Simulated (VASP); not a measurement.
Input of a VASP 6.6.1 run:

Contents of INCAR:

```
ALGO     = Normal         # electronic algorithm
AMIX     = 0.1          
AMIX_MAG = 0.4          
BMIX     = 1E-4         
BMIX_MAG = 1E-4         
DIPOL    = 0.5 0.5 0.500
EDIFF    = 1E-6           # SCF threshold, eV
ENCUT    = 450            # plane-wave cutoff, eV
GGA      = PE             # functional
GGA_COMPAT= False        
IDIPOL   = 3            
ISIF     = 2              # what is computed and relaxed
ISMEAR   = 0              # smearing method
IVDW     = 12             # dispersion correction
KPAR     = 4            
LASPH    = True           # aspherical terms in the spheres
LCHARG   = False          # write CHGCAR
LDIPOL   = True         
LREAL    = False          # projectors in reciprocal space
LWAVE    = False          # write WAVECAR
NBANDS   = 110            # bands
NELM     = 300            # most SCF steps
NELMDL   = -8           
PREC     = Accurate       # precision mode
SIGMA    = 0.1            # smearing width, eV
```

KPOINTS

```
k-points
0
Gamma
  4 4 1
```

File POSCAR:

```
Zr
1.0
    6.3710095762      0.0000000000      0.0000000000
   -3.1855047881      5.5174561408      0.0000000000
    0.0000000000      0.0000000000     23.6651285392
Zr
16
Direct
    0.3333333333      0.1666666667      0.3380501393
    0.3333333333      0.6666666667      0.3380501393
    0.8333333333      0.1666666667      0.3380501393
    0.8333333333      0.6666666667      0.3380501393
    0.1666666667      0.3333333333      0.4460167131
    0.1666666667      0.8333333333      0.4460167131
    0.6666666667      0.3333333333      0.4460167131
    0.6666666667      0.8333333333      0.4460167131
    0.3333333333      0.1666666667      0.5573294212
    0.3333333333      0.6666666667      0.5573294212
    0.8333333333      0.1666666667      0.5573294212
    0.8333333333      0.6666666667      0.5573294212
    0.1666666667      0.3333333333      0.6604778242
    0.1666666667      0.8333333333      0.6604778242
    0.6666666667      0.3333333333      0.6604778242
    0.6666666667      0.8333333333      0.6604778242
```

Potentials or basis: VASP PAW PBE potentials, release 64 (Zr_sv).

Run with:

```console
$ cat potpaw_PBE.64/Zr_sv/POTCAR > POTCAR
$ mpirun -np 4 vasp_std > vasp.out
```

(1) What does it give for the dispersion energy per atom?

(2) Estimate the band gap on the k mesh.

(3) What does it give for the largest force?

Answers

(1) -0.409 eV.

(2) zero (bands 96 and 97 overlap by 0.85 eV).

(3) 0.443 eV/Å.
